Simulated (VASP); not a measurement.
Write the native input for VASP 6.6.1 that does the following.

* Task: single point
* Functional: PBEsol
* Potentials or basis: VASP PAW PBE potentials, release 64 (Al, Ru_pv)
* Cutoff: 520 eV
* k mesh: 16 × 16 × 16
* Occupations: gaussian, width 0.15 eV
* Spin: no spin polarisation
* Dipole correction: no
* Further INCAR settings: ALGO = Normal; EDIFF = 1e-06; NBANDS = 16

The structure of AlRu lies in POSCAR:

```
AlRu
1.0
    3.0663900000      0.0000000000      0.0000000000
    0.0000000000      3.0663900000      0.0000000000
    0.0000000000      0.0000000000      3.0663900000
Al Ru
1 1
Direct
    0.0000000000      0.0000000000      0.0000000000
    0.5000000000      0.5000000000      0.5000000000
```

This cell differs from its parent crystal: strain +0.025 along x and y, +0.025 along z.

These files were run (other wordings do the same):

INCAR

```
PREC = Accurate ; ENCUT = 520
EDIFF = 1E-6 ; ISMEAR = 0
SIGMA = 0.15 ; LREAL = False
LASPH = True ; NELM = 80
ALGO = Normal ; ISIF = 2
LWAVE = False ; LCHARG = False
GGA = PS ; NBANDS = 16
```

KPOINTS

```
Automatic mesh
0
Gamma
  16 16 16
```

Potentials or basis: VASP PAW PBE potentials, release 64 (Al, Ru_pv).

Run with:

```sh
$ cat potpaw_PBE.64/Al/POTCAR potpaw_PBE.64/Ru_pv/POTCAR > POTCAR
$ mpirun -np 1 vasp_std > vasp.out
```

It gave:

```yaml
Pressure: -16.1 GPa
```

Caveat: the cell differs from its parent crystal (strain +0.025 along x and y, +0.025 along z); the PAW data sets were made with another functional, which shifts forces and pressure a little.

Wall time 34 s on 1 thread of AMD EPYC 9R45 96-Core Processor (Zen 5), with other jobs on the host, peak memory 0.16 GiB.
